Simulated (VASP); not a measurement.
CoO:

```
CELL_PARAMETERS angstrom
-1.50800 1.50800 2.10725
1.50800 -1.50800 2.10725
1.50800 1.50800 -2.10725
ATOMIC_POSITIONS crystal
Co 0.00000 0.00000 0.00000
O 0.50000 0.50000 0.00000
```

Base run:

* Program: VASP 6.6.1
* Functional: PBE
* Potentials or basis: VASP PAW PBE potentials, release 64 (Co_sv, O)
* Cutoff: 700 eV
* k mesh: 12 × 12 × 12
* Occupations: gaussian, width 0.02 eV
* Spin: collinear spin, ferromagnetic start
* Starting moments: [3.0, 0.0] μB
* Hubbard terms: Co d U = 3.32 eV

Its results: band gap on the k mesh zero (filled and empty bands overlap); pressure 1.8 GPa.

Task: The run is repeated on the same cell with these changes: spin from collinear spin, ferromagnetic start to no spin polarisation; further incar settings from ALGO = Normal; EDIFF = 1e-06; NBANDS = 22 to ALGO = Normal; EDIFF = 1e-06; NBANDS = 18. What comes out?

Result: Band gap on the k mesh zero (an odd number of electrons rules out a gap without spin polarisation); pressure -18.3 GPa.

Caveats: the stress differs along the axes, from -3 to 4 GPa (at least some runs); a cell with one magnetic atom can't hold antiferromagnetic order, which such compounds often take (at least some runs); the cell stands under tension (at least some runs); an odd number of electrons without spin polarisation forces a metal (at least some runs); a magnetic or distorted state may lie lower (at least some runs); U without spin polarisation on a metal has little footing (at least some runs).
